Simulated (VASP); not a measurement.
A run of VASP 6.6.1:

INCAR

```
PREC = Accurate
ENCUT = 520
EDIFF = 1E-6
ISMEAR = -1
SIGMA = 0.1379
LREAL = Auto
LASPH = True
NELM = 100
ALGO = Normal
ISIF = 2
LWAVE = False
LCHARG = True
GGA = PE
LELF = True
LVHAR = True
NBANDS = 82
```

Contents of KPOINTS:

```
regular mesh
0
Gamma
  3 3 3
```

The input POSCAR:

```
Mg5Zn2Cl14
1.0
    8.2974160000     -0.2208390000     -0.2790260000
   -0.2208390000      8.1977830000     -0.1524450000
   -0.2790260000     -0.1524450000      8.2216760000
Zn Cl Mg
2 14 5
Direct
    0.4039223025      0.2150239511      0.6925557540
    0.5917131635      0.1565486484      0.1327915336
    0.0826058745      0.2881543880      0.1276152138
    0.5084308325      0.3013009847      0.9348875631
    0.8589705841      0.2710241460      0.8186526688
    0.6477113919      0.2274812217      0.3708475163
    0.7272749341      0.5181657030      0.2030019738
    0.1267684333      0.6720553791      0.3609250627
    0.1086132917      0.8103257854      0.9532152071
    0.8564073625      0.9638125785      0.1992387646
    0.5896270884      0.6363580126      0.5034911830
    0.4118237765      0.9252250191      0.2115448808
    0.2773699021      0.0945393190      0.4833251057
    0.5321072684      0.8627478317      0.8566450866
    0.9337922013      0.9377901046      0.6306482842
    0.1845915961      0.4431245944      0.7088869625
    0.6379066863      0.7795608182      0.1151043597
    0.3259268622      0.6520283342      0.5871778138
    0.0490415038      0.0737115765      0.8880298525
    0.0103153653      0.5931191814      0.1297255245
    0.6729748313      0.9832284395      0.4842828899
```

Potentials or basis: VASP PAW PBE potentials, release 64 (Zn, Cl, Mg).

Command:

```bash
$ cat potpaw_PBE.64/Zn/POTCAR potpaw_PBE.64/Cl/POTCAR potpaw_PBE.64/Mg/POTCAR > POTCAR
$ mpirun -np 1 vasp_std > vasp.out
```

Hardware: 1 thread of Intel Xeon 8259CL, with other jobs on the host.

Q: How long does it take, and how much memory?

A: Wall time 30 min on 1 thread of Intel Xeon 8259CL, with other jobs on the host, peak memory 0.81 GiB. Counts: scf iterations 17, k points 14.
